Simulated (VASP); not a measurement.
Te, 3 atoms in the cell. It takes space group P3_121 (No. 152, trigonal). The conventional cell has a = 4.315 Å, b = 4.315 Å, c = 5.954 Å, α = 90.00°, β = 90.00°, γ = 120.00°. Within 3.8 Å of Te (site symmetry 2) lie 6 Te at 2.91 to 3.35 Å. 

```yaml
Program: VASP 6.6.1
Task: single point
Functional: PBEsol
Potentials_or_basis: VASP PAW PBE potentials, release 64 (Te)
Cutoff: 520 eV
k_mesh: 10 × 10 × 8
Occupations: gaussian, width 0.05 eV
Spin: no spin polarisation
Dipole_correction: no
Further_INCAR_settings: ALGO = Normal; EDIFF = 1e-06; NBANDS = 16
```

Potentials or basis: VASP PAW PBE potentials, release 64 (Te).

Run with:

```console
$ cat potpaw_PBE.64/Te/POTCAR > POTCAR
$ mpirun -np 1 vasp_std > vasp.out
```

Hardware: 1 thread of Intel(R) Xeon(R) Platinum 8375C CPU @ 2.90GHz (Ice Lake) (shared host).

Estimate the wall time of this run.

Run time: 110 s on 1 thread of Intel(R) Xeon(R) Platinum 8375C CPU @ 2.90GHz (Ice Lake) (shared host), peak memory 0.27 GiB. Counts: scf iterations 12, k points 94.
